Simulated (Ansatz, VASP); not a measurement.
Si2Mo in VASP and in Ansatz

File INCAR:

```
PREC = Accurate
ENCUT = 520
EDIFF = 1E-6
ISMEAR = 0
SIGMA = 0.15
LREAL = False
LASPH = True
NELM = 80
ALGO = Normal
ISIF = 2
LWAVE = False
LCHARG = False
GGA = PE
NBANDS = 56
```

The input KPOINTS:

```
Automatic mesh
0
Gamma
  14 14 3
```

File POSCAR:

```
Si2Mo
1.0
   -3.2168473663      0.0000000000      0.0000000000
    0.0000000000     -3.2168473663      0.0000000000
    0.0000000000      0.0000000000     16.7460400265
Si Mo
8 4
Direct
    0.5000000000      0.5000000000      0.1963309761
    1.0000000000      1.0000000000      0.9015442684
    0.5000000000      0.5000000000      0.6664731709
    1.0000000000      1.0000000000      0.4314020735
    0.5000000000      0.5000000000      0.3513846809
    1.0000000000      1.0000000000      0.1163135835
    0.5000000000      0.5000000000      0.8215268758
    1.0000000000      1.0000000000      0.5864557784
    0.0000000000      0.0000000000      0.2738578285
    0.5000000000      0.5000000000      0.0387867311
    0.0000000000      0.0000000000      0.7440000234
    0.5000000000      0.5000000000      0.5089289259
```

Input for Ansatz:

```yaml
crystal:
  lattice:
    - [-3.2168473663, 0.0, 0.0]
    - [0.0, -3.2168473663, 0.0]
    - [0.0, 0.0, 16.7460400265]
  atoms:
    - { symbol: Si, position: [0.5, 0.5, 0.1963309761] }
    - { symbol: Si, position: [1.0, 1.0, 0.9015442684] }
    - { symbol: Si, position: [0.5, 0.5, 0.6664731709] }
    - { symbol: Si, position: [1.0, 1.0, 0.4314020735] }
    - { symbol: Si, position: [0.5, 0.5, 0.3513846809] }
    - { symbol: Si, position: [1.0, 1.0, 0.1163135835] }
    - { symbol: Si, position: [0.5, 0.5, 0.8215268758] }
    - { symbol: Si, position: [1.0, 1.0, 0.5864557784] }
    - { symbol: Mo, position: [0.0, 0.0, 0.2738578285] }
    - { symbol: Mo, position: [0.5, 0.5, 0.0387867311] }
    - { symbol: Mo, position: [0.0, 0.0, 0.7440000234] }
    - { symbol: Mo, position: [0.5, 0.5, 0.5089289259] }
basis:
  ecutwfc: 420
kpoints:
  mp_grid: { grid: [14, 14, 3] }
hamiltonian:
  xc: pbe
scf:
  occupations: { method: gaussian, width: 0.15 }
output:
  forces: true
  stress: true
  eigenvalues: true
```

Alike in both runs: task single point; functional PBE; k mesh 14 × 14 × 3; occupations gaussian, width 0.15 eV; no spin polarisation.

|  | VASP | Ansatz |
| --- | --- | --- |
| version | VASP 6.6.1 | Ansatz 0.2.0 |
| potentials or method | VASP PAW PBE potentials, release 64 (Si, Mo_sv), cutoff 520 eV | scalar-relativistic, plane waves, PAW |
| valence electrons in the cell | 88 | 88 |

```tsv
	VASP	Ansatz	Ansatz less VASP
gap on the k mesh at the Fermi level (eV)	none	none	-
pressure (GPa)	-4.4	-4.5	-0.12
traceless stress, the component that is largest in VASP (GPa)	-3.54	-3.53	+0.010
rms of the force components (eV/Å)	0.427	0.427	0.0000
```

Atom by atom the forces differ by 0.003 eV/Å (rms over components). A gap of «none» marks a metal or a gap that the smearing closes.
